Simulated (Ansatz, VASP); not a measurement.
## One calculation of Cu, two programs

```
CELL_PARAMETERS angstrom
2.53410 0.00000 0.00000
-1.26705 2.19459 0.00000
0.00000 0.00000 4.11257
ATOMIC_POSITIONS crystal
Cu 0.33333 0.66667 0.25000
Cu 0.66667 0.33333 0.75000
```

Alike in both runs: task single point; functional LDA; k mesh 12 × 12 × 7; occupations fermi-dirac, width 0.1 eV; no spin polarisation.

|  | VASP | Ansatz |
| --- | --- | --- |
| version | VASP 6.6.1 | Ansatz 0.2.0 |
| potentials or method | VASP PAW LDA potentials, release 64 (Cu), cutoff 520 eV | plane waves, PAW |
| valence electrons in the cell | 22 | 38 |

|  | VASP | Ansatz | Ansatz less VASP |
| --- | --- | --- | --- |
| pressure (GPa) | -7.0 | -7.8 | -0.86 |
| traceless stress, the component that is largest in VASP (GPa) | 0.44 | 0.51 | +0.063 |

LDA's correlation is that of Perdew and Zunger in VASP and of Perdew and Wang (1992) in Ansatz. VASP's potentials hold 22 valence electrons a cell and Ansatz's 38, so a difference there can come from the potentials and not from the codes.
